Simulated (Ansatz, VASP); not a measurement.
## Two plane-wave programs on NaTi2B6

```
Na Ti B
1.0
     0.00000    3.51260    3.51260
     3.51260    0.00000    3.51260
     3.51260    3.51260    0.00000
Na Ti B
1 2 6
Cartesian
  0.0000 0.0000 0.0000
  1.7563 1.7563 1.7563
  5.2689 5.2689 5.2689
  2.2711 3.5126 3.5126
  4.7541 3.5126 3.5126
  3.5126 2.2711 3.5126
  3.5126 4.7541 3.5126
  3.5126 3.5126 2.2711
  3.5126 3.5126 4.7541
```

Change from the starting cell: species swapped into the K2SnF6 type (Fm-3m, No. 225).

Alike in both runs: task relaxation of cell and atoms; functional PBE; k mesh 10 × 10 × 10; occupations gaussian, width 0.1 eV; no spin polarisation.

|  | VASP | Ansatz |
| --- | --- | --- |
| version | VASP 6.6.1 | Ansatz 0.2.0 |
| potentials or method | VASP PAW PBE potentials, release 64 (Na_pv, Ti_sv, B), cutoff 600 eV | scalar-relativistic, plane waves, PAW |
| valence electrons in the cell | 49 | 51 |

|  | VASP | Ansatz | Ansatz less VASP |
| --- | --- | --- | --- |
| gap on the k mesh at the Fermi level, each at its own relaxed structure (eV) | none | none | - |
| relaxed volume (Å³/atom) | 9.67 | 9.65 | -0.026 |
| relaxed length of the cell vector where the two differ most in proportion (Å) | 4.975 | 4.971 | -0.0044 |

A gap of «none» marks a metal or a gap that the smearing closes. VASP's potentials hold 49 valence electrons a cell and Ansatz's 51, so a difference there can come from the potentials and not from the codes.
